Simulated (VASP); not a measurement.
# MoW5 (P4/mmm) in VASP: further runs

Runs on MoW5. Level: PBE. Tasks: single point.

Program: VASP 6.6.1. These are calculated values, not measurements. Logs are shortened: lines on timing, memory, paths and dates and some standing lists are left out, and cuts for length are marked.

### Step 1. The cell of the first run

Symmetry: P4/mmm, No. 123, tetragonal system. The conventional cell has a = 3.211 Å, b = 3.211 Å, c = 9.636 Å, α = 90.00°, β = 90.00°, γ = 90.00°. Within 3.7 Å of Mo (site symmetry 4/mmm) lie 10 W at 2.78 to 3.21 Å and 4 Mo at 3.21 Å. W (site symmetry 4mm) has 4 Mo at 2.78 Å and 10 W at 2.78 to 3.22 Å within 3.7 Å. Within 3.7 Å of W (site symmetry 4mm) lie 13 W at 2.78 to 3.22 Å and 1 Mo at 3.21 Å. Within 3.7 Å of W (site symmetry 4/mmm) lie 14 W at 2.78 to 3.22 Å.

### Step 2. Single point, PBE (volume scaled by 1.03, then relaxed in part)

Contents of INCAR:

```
SYSTEM = MoW5
PREC = Accurate ; ENCUT = 520
EDIFF = 1E-6 ; ISMEAR = 0
SIGMA = 0.1 ; LREAL = .FALSE.
LASPH = .TRUE. ; NELM = 60
ALGO = Fast ; ISIF = 2
LWAVE = .FALSE. ; LCHARG = .FALSE.
GGA = PE ; NBANDS = 51
```

Contents of KPOINTS:

```
regular mesh
0
G
  12 12 4
  0 0 0
```

Contents of POSCAR:

```
MoW5
1.0
    3.2114136769      0.0000000000      0.0000000000
    0.0000000000      3.2114136769      0.0000000000
    0.0000000000      0.0000000000      9.6357457679
Mo W
1 5
Direct
    0.5000000000      0.5000000000      0.5000000000
    0.0000000000      0.0000000000      0.6661301381
    0.5000000000      0.5000000000      0.8329248748
    0.0000000000      0.0000000000      0.0000000000
    0.5000000000      0.5000000000      0.1670751252
    0.0000000000      0.0000000000      0.3338698619
```

Potentials or basis: VASP PAW PBE potentials, release 64 (Mo_sv, W_sv).

Started as:

```
$ cat potpaw_PBE.64/Mo_sv/POTCAR potpaw_PBE.64/W_sv/POTCAR > POTCAR
$ mpirun -np 1 vasp_std > vasp.out
```

OUTCAR:

```text
SYSTEM = MoW5
   PREC = Accurate
   ENCUT = 520
   EDIFF = 1E-6
   ISMEAR = 0
   LREAL = .FALSE.
   LASPH = .TRUE.
   NELM = 60
   ISIF = 2
   GGA = PE

 ion  position               nearest neighbor table
   1  0.500  0.500  0.500-   2 2.78   6 2.78   2 2.78   6 2.78   2 2.78   6 2.78   2 2.78   6 2.78
                             5 3.21   3 3.21
   2  0.000  0.000  0.666-   1 2.78   1 2.78   1 2.78   1 2.78   3 2.78   3 2.78   3 2.78   3 2.78
                             6 3.20   4 3.22
   3  0.500  0.500  0.833-   2 2.78   2 2.78   2 2.78   2 2.78   4 2.78   4 2.78   4 2.78   4 2.78
                             1 3.21   5 3.22
   4  0.000  0.000  0.000-   3 2.78   5 2.78   3 2.78   5 2.78   3 2.78   5 2.78   3 2.78   5 2.78
                             2 3.22   6 3.22
   5  0.500  0.500  0.167-   6 2.78   6 2.78   6 2.78   6 2.78   4 2.78   4 2.78   4 2.78   4 2.78
                             1 3.21   3 3.22
   6  0.000  0.000  0.334-   1 2.78   1 2.78   1 2.78   1 2.78   5 2.78   5 2.78   5 2.78   5 2.78
                             2 3.20   4 3.22

  LATTYP: Found a simple tetragonal cell.
 ALAT       =     3.2114136769
 C/A-ratio  =     3.0004685591

  Lattice vectors:

 A1 = (   3.2114136769,   0.0000000000,   0.0000000000)
 A2 = (   0.0000000000,   3.2114136769,   0.0000000000)
 A3 = (   0.0000000000,   0.0000000000,   9.6357457679)

Analysis of symmetry for initial positions (statically):
=====================================================================
 Subroutine PRICEL returns:
 Original cell was already a primitive cell.

 Routine SETGRP: Setting up the symmetry group for a
 simple tetragonal supercell.

 Subroutine GETGRP returns: Found 16 space group operations
 (whereof 16 operations were pure point group operations)
 out of a pool of 16 trial point group operations.

The static configuration has the point symmetry D_4h.

Analysis of symmetry for dynamics (positions and initial velocities):
=====================================================================
 Subroutine PRICEL returns:
 Original cell was already a primitive cell.

 Routine SETGRP: Setting up the symmetry group for a
 simple tetragonal supercell.

 Subroutine GETGRP returns: Found 16 space group operations
 (whereof 16 operations were pure point group operations)
 out of a pool of 16 trial point group operations.

The dynamic configuration has the point symmetry D_4h.

 Subroutine INISYM returns: Found 16 space group operations
 (whereof 16 operations are pure point group operations),
[... 107 lines left out ...]
   NSW    =      0    number of steps for IOM
   IBRION =     -1    ionic relax: 0-MD 1-quasi-New 2-CG
   NFREE  =      0    steps in history (QN), initial steepest desc. (CG)
   ISIF   =      2    stress and relaxation
   ISYM   =      2    0-nonsym 1-usesym 2-fastsym
   POTIM  = 0.5000    time-step for ionic-motion
   TEBEG  =    0.0;   TEEND  =   0.0 temperature during run
   PSTRESS=    0.0 pullay stress
   NELECT =      84.0000    total number of electrons
   NUPDOWN=      -1.0000    fix difference up-down
   EMIN   =  10.00;   EMAX   =-10.00  energy-range for DOS
   EFERMI =   0.00;   METHOD = LEGACY
   ISMEAR =     0;   SIGMA  =   0.10  broadening in eV -4-tet -1-fermi 0-gaus
   EFERMI_NEDOS =   21; number of points for ismear=-14 and -15
   IALGO  =     68    algorithm
   IMIX   =      4    mixing-type and parameters
     AMIX     =   0.40;   BMIX     =  1.00
     AMIX_MAG =   1.60;   BMIX_MAG =  1.00
  volume/ion in A,a.u.               =      16.56       111.77
  Fermi-wavevector in a.u.,A,eV,Ry     =   1.547897  2.925101 32.599345  2.395984
  Thomas-Fermi vector in A             =   2.652924
   LORBIT       =      0    0 simple, 1 ext, 2 COOP (PROOUT), +10 PAW based schemes
   GGA     = PE    functional components
   LHFCALC =     F    Hartree Fock is set to
   AEXX    =    0.0000 exact exchange contribution
   IVDW    =     0    specifies the selected vdW correction
   LEPSILON=     F    determine dielectric tensor
   LRPA    =     F    only Hartree local field effects (RPA)
 non-spin polarized calculation
 RMM-DIIS sequential band-by-band and
 Gauss-broadening in eV      SIGMA  =   0.10
  energy-cutoff  :      520.00
  volume of cell :       99.38
 maximum number of plane-waves:      2712
 NGX is ok and might be reduce to    24
   NGX = 11   NGY = 11   NGZ = 35

 number of electron      83.9999980 magnetization

 Free energy of the ion-electron system (eV)
  ---------------------------------------------------
  ext. energy  EPLUGINS =         0.00000000
  ---------------------------------------------------
  free energy    TOTEN  =       -75.66507053 eV

  energy without entropy =      -75.65515486  energy(sigma->0) =      -75.66011269

 E-fermi :  10.9805     XC(G=0): -13.3416

 val. band max:       10.9601498982   @ k =   0.0000   0.0000   0.0000
 cond. band min:      11.0151861729   @ k =   0.2500   0.0000   0.0000
 fundamental gap:      0.0550362748
 Fermi energy:        10.9804565350

 k-point     1 :       0.0000    0.0000    0.0000
  band No.  band energies     occupation
      1     -63.2797      2.00000
      2     -63.2613      2.00000
      3     -63.2138      2.00000
      4     -63.1417      2.00000
      5     -63.0994      2.00000
      6     -50.1090      2.00000
[... 1285 lines left out ...]
     50      13.8219      0.00000
     51      13.8486      0.00000

 [... further k-points ...]

------------------------ aborting loop because EDIFF is reached ----------------------------------------

  FORCE on cell =-STRESS in cart. coord.  units (eV):
  Direction    XX          YY          ZZ          XY          YZ          ZX
  --------------------------------------------------------------------------------------
  -------------------------------------------------------------------------------------
  Total       -4.8567956     -4.8567956     -4.8635446      0.0000000     -0.0000000      0.0000000
  in kB      -78.3037524    -78.3037524    -78.4125623      0.0000000     -0.0000000      0.0000000
  external PRESSURE =     -78.3400223 kB  Pullay stress =       0.0000000 kB

 VOLUME and BASIS-vectors are now :
 -----------------------------------------------------------------------------
  energy-cutoff  :      520.00
  volume of cell :       99.38
      direct lattice vectors                 reciprocal lattice vectors
     3.211413677  0.000000000  0.000000000     0.311389345  0.000000000  0.000000000
     0.000000000  3.211413677  0.000000000     0.000000000  0.311389345  0.000000000
     0.000000000  0.000000000  9.635745768     0.000000000  0.000000000  0.103780239

 POSITION                                       TOTAL-FORCE (eV/Angst)
 -----------------------------------------------------------------------------------
      1.60571      1.60571      4.81787        -0.000000     -0.000000     -0.000000
      0.00000      0.00000      6.41866        -0.000000     -0.000000     -0.001883
      1.60571      1.60571      8.02585        -0.000000      0.000000     -0.001382
      0.00000      0.00000      0.00000        -0.000000     -0.000000     -0.000000
      1.60571      1.60571      1.60989         0.000000      0.000000      0.001382
      0.00000      0.00000      3.21709        -0.000000     -0.000000      0.001883
 -----------------------------------------------------------------------------------
    total drift:                                0.000000     -0.000000      0.000000

  FREE ENERGIE OF THE ION-ELECTRON SYSTEM (eV)
  ---------------------------------------------------
  free  energy   TOTEN  =       -75.6650705256 eV

  energy  without entropy=      -75.6551548602  energy(sigma->0) =      -75.66011269
```

OSZICAR:

```text
N       E                     dE             d eps       ncg     rms          rms(c)
DAV:   1     0.115327974778E+04    0.11533E+04   -0.48055E+04  8584   0.191E+03
DAV:   2    -0.307429066414E+01   -0.11564E+04   -0.11301E+04  8791   0.620E+02
DAV:   3    -0.768074998882E+02   -0.73733E+02   -0.70316E+02 10100   0.145E+02
DAV:   4    -0.796090007910E+02   -0.28015E+01   -0.27388E+01 10498   0.245E+01
DAV:   5    -0.796780416870E+02   -0.69041E-01   -0.68751E-01 10463   0.371E+00    0.448E+01
RMM:   6    -0.763924894082E+02    0.32856E+01   -0.48928E+00  8855   0.120E+01    0.173E+01
RMM:   7    -0.756570201420E+02    0.73547E+00   -0.38086E+00  9327   0.938E+00    0.221E+00
RMM:   8    -0.756707828457E+02   -0.13763E-01   -0.39838E-01 11291   0.234E+00    0.111E+00
RMM:   9    -0.756639821278E+02    0.68007E-02   -0.86214E-02 11388   0.120E+00    0.288E-01
RMM:  10    -0.756648638050E+02   -0.88168E-03   -0.19181E-02 12108   0.514E-01    0.116E-01
RMM:  11    -0.756650545760E+02   -0.19077E-03   -0.32276E-03 12184   0.225E-01    0.444E-02
RMM:  12    -0.756650749925E+02   -0.20417E-04   -0.62383E-04 12313   0.987E-02    0.219E-02
RMM:  13    -0.756650779883E+02   -0.29958E-05   -0.11032E-04 12571   0.456E-02    0.119E-02
RMM:  14    -0.756650707189E+02    0.72693E-05   -0.23613E-05 10296   0.212E-02    0.421E-03
RMM:  15    -0.756650705256E+02    0.19331E-06   -0.63142E-06  8099   0.101E-02
   1 F= -.75665071E+02 E0= -.75660113E+02  d E =-.991567E-02
```

stdout:

```text
POSCAR found type information on POSCAR MoW
 POSCAR found :  2 types and       6 ions
 scaLAPACK will be used
 LDA part: xc-table for (Slater+PW92), standard interpolation
 POSCAR, INCAR and KPOINTS ok, starting setup
 FFT: planning ... GRIDC
 FFT: planning ... GRID_SOFT
 FFT: planning ... GRID
 WAVECAR not read
 entering main loop
WARNING in EDDRMM: call to ZHEGV failed, returncode =   6  3     48
WARNING in EDDRMM: call to ZHEGV failed, returncode =   8  4     48
WARNING in EDDRMM: call to ZHEGV failed, returncode =   8  4     46
```

It took 12 min on 1 thread of Intel Xeon Platinum 8488C (Sapphire Rapids), shared host; peak memory 0.43 GiB.

Results:

```yaml
Free_energy: -75.6651 eV
Pressure: -7.8 GPa
Band_gap_on_the_k_mesh: zero (band 42 reaches 11.66 eV, above the bottom of band 43 at 10.50 eV)
```

Caveat: spin-orbit coupling is left out, which moves the levels of the heavy elements.

### Step 3. Single point, PBE (volume scaled by 1.06, then relaxed in part)

Contents of INCAR:

```
PREC = Accurate
ENCUT = 520
EDIFF = 1E-6
ISMEAR = 0
SIGMA = 0.1
LREAL = F
LASPH = T
NELM = 100
ALGO = Fast
ISIF = 2
LWAVE = F
LCHARG = F
GGA = PE
NBANDS = 51
```

Contents of KPOINTS:

```
regular mesh
0
Gamma
  12 12 4
```

Contents of POSCAR:

```
MoW5
1.0
    3.2422737659      0.0000000000      0.0000000000
    0.0000000000      3.2422737659      0.0000000000
    0.0000000000      0.0000000000      9.7285275722
Mo W
1 5
Direct
    0.5000000000      0.5000000000      0.5000000000
    0.0000000000      0.0000000000      0.6663489877
    0.5000000000      0.5000000000      0.8329509880
    0.0000000000      0.0000000000      0.0000000000
    0.5000000000      0.5000000000      0.1670490120
    0.0000000000      0.0000000000      0.3336510123
```

Potentials or basis: VASP PAW PBE potentials, release 64 (Mo_sv, W_sv).

Started as:

```
$ cat potpaw_PBE.64/Mo_sv/POTCAR potpaw_PBE.64/W_sv/POTCAR > POTCAR
$ mpirun -np 1 vasp_std > vasp.out
```

Run time: 12 min. Hardware: 1 thread of Intel Xeon Platinum 8488C (Sapphire Rapids), shared host; peak memory 0.43 GiB.

Results (log left out):

- Free energy: -75.4590 eV
- Pressure: -15.0 GPa
- Band gap on the k mesh: zero (band 42 reaches 11.17 eV, above the bottom of band 43 at 10.11 eV)

Forces in eV/Å, atoms in the order of the input:
```
Mo   0.000  0.000  0.000
W    0.000  0.000 -0.003
W    0.000  0.000  0.003
W    0.000  0.000  0.000
W    0.000  0.000 -0.003
W    0.000  0.000  0.003
```

Levels at points of the mesh, in eV from the Fermi level:
```csv
k point,band 38,band 39,band 40,band 41,band 42,band 43,band 44,band 45,band 46,band 47
"(0.00, 0.00, 0.00)",-1.10,-1.06,-1.06,-0.64,-0.57,-0.12,-0.01,0.70,0.70,0.88
"(0.50, 0.00, 0.00)",-1.00,-0.90,-0.88,-0.56,-0.56,-0.46,-0.45,1.06,1.25,1.32
"(0.50, 0.50, 0.00)",-1.79,-1.65,-1.65,0.61,0.61,1.71,1.88,2.08,2.37,2.63
"(0.00, 0.00, 0.50)",-1.16,-0.92,-0.82,-0.55,-0.55,-0.46,-0.46,1.07,1.09,1.24
"(0.50, 0.00, 0.50)",-1.68,-1.66,-1.63,0.19,0.27,0.35,0.38,0.62,0.63,1.85
"(0.50, 0.50, 0.50)",-2.71,-0.43,-0.43,-0.18,-0.18,1.77,2.05,2.08,2.17,2.19
```

Caveat: spin-orbit coupling is left out, which moves the levels of the heavy elements.

(Continued in part 2 of 2.)
